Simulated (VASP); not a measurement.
C, 6 atoms in the cell. Symmetry: P4_2/mmc, No. 131, tetragonal system. The conventional cell has a = 3.438 Å, b = 3.438 Å, c = 4.459 Å, α = 90.00°, β = 90.00°, γ = 90.00°. Within 2.0 Å of C (site symmetry -4m2) lie 4 C at 1.53 Å. Within 1.8 Å of C (site symmetry m2m) lie 3 C at 1.33 to 1.53 Å. The cell was built from a structure type or drawn by symmetry, and may not be a known phase.

```yaml
Program: VASP 6.6.1
Task: single point
Functional: PBE
Potentials_or_basis: VASP PAW PBE potentials, release 64 (C)
Cutoff: 520 eV
k_mesh: 10 × 10 × 6
Occupations: gaussian, width 0.02 eV
Spin: no spin polarisation
Dipole_correction: no
Further_INCAR_settings: ALGO = Normal; EDIFF = 1e-07; NBANDS = 21
```

Potentials or basis: VASP PAW PBE potentials, release 64 (C).

Command:

```console
$ cat potpaw_PBE.64/C/POTCAR > POTCAR
$ mpirun -np 1 vasp_std > vasp.out
```

Hardware: 1 thread of Intel Xeon 8259CL (shared host).

Problem. How long does it take, and how much memory?

Solution. It took 2.3 min on 1 thread of Intel Xeon 8259CL (shared host), peak memory 0.2 GiB. Counts: scf iterations 14, k points 84.
